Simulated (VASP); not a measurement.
Write the native input for VASP 6.6.1 that does the following.

```yaml
Task: single point
Functional: PBE
Potentials_or_basis: VASP PAW PBE potentials, release 64 (Sn_d, Sb)
Cutoff: 520 eV
k_mesh: 6 × 6 × 6
Occupations: gaussian, width 0.1 eV
Spin: no spin polarisation
Dipole_correction: no
Further_INCAR_settings: ALGO = Fast; EDIFF = 1e-06; NBANDS = 63
```

The structure of Sn3Sb2 lies in POSCAR:

```
Sn3Sb2
1.0
    4.0702419448      2.3499552825      5.6299434547
   -4.0702419448      2.3499552825      5.6299434547
    0.0000000000     -4.6999105650      5.6299434547
Sn Sb
6 4
Direct
    0.0014370886      0.4985629114      0.7500000000
    0.7500000000      0.0014370886      0.4985629114
    0.4985629114      0.7500000000      0.0014370886
    0.9985629114      0.5014370886      0.2500000000
    0.2500000000      0.9985629114      0.5014370886
    0.5014370886      0.2500000000      0.9985629114
    0.8895440645      0.8895440645      0.8895440645
    0.6104559355      0.6104559355      0.6104559355
    0.1104559355      0.1104559355      0.1104559355
    0.3895440645      0.3895440645      0.3895440645
```

The input as run:

INCAR

```
PREC     = Accurate       # precision mode
ENCUT    = 520            # plane-wave cutoff, eV
EDIFF    = 1E-6           # SCF threshold, eV
ISMEAR   = 0              # smearing method
SIGMA    = 0.1            # smearing width, eV
LREAL    = False          # projectors in reciprocal space
LASPH    = True           # aspherical terms in the spheres
NELM     = 80             # most SCF steps
ALGO     = Fast           # electronic algorithm
ISIF     = 2              # what is computed and relaxed
LWAVE    = False          # write WAVECAR
LCHARG   = True           # write CHGCAR
GGA      = PE             # functional
LELF     = True           # ELF
LVHAR    = True         
NBANDS   = 63             # bands
```

KPOINTS

```
regular mesh
0
Gamma
  6 6 6
```

Potentials or basis: VASP PAW PBE potentials, release 64 (Sn_d, Sb).

Launch:

```console
$ cat potpaw_PBE.64/Sn_d/POTCAR potpaw_PBE.64/Sb/POTCAR > POTCAR
$ mpirun -np 1 vasp_std > vasp.out
```

Results of the run:

```json
{"Pressure": "0.0 GPa", "Largest force": "0.005 eV/Å", "Band gap on the k mesh": "zero (bands 52 and 53 overlap by 0.85 eV)"}
```

Caveat: spin-orbit coupling is left out, which moves the levels of the heavy elements.

Wall time 31 min on 1 thread of Intel Xeon 8259CL, with other jobs on the host, peak memory 0.73 GiB.
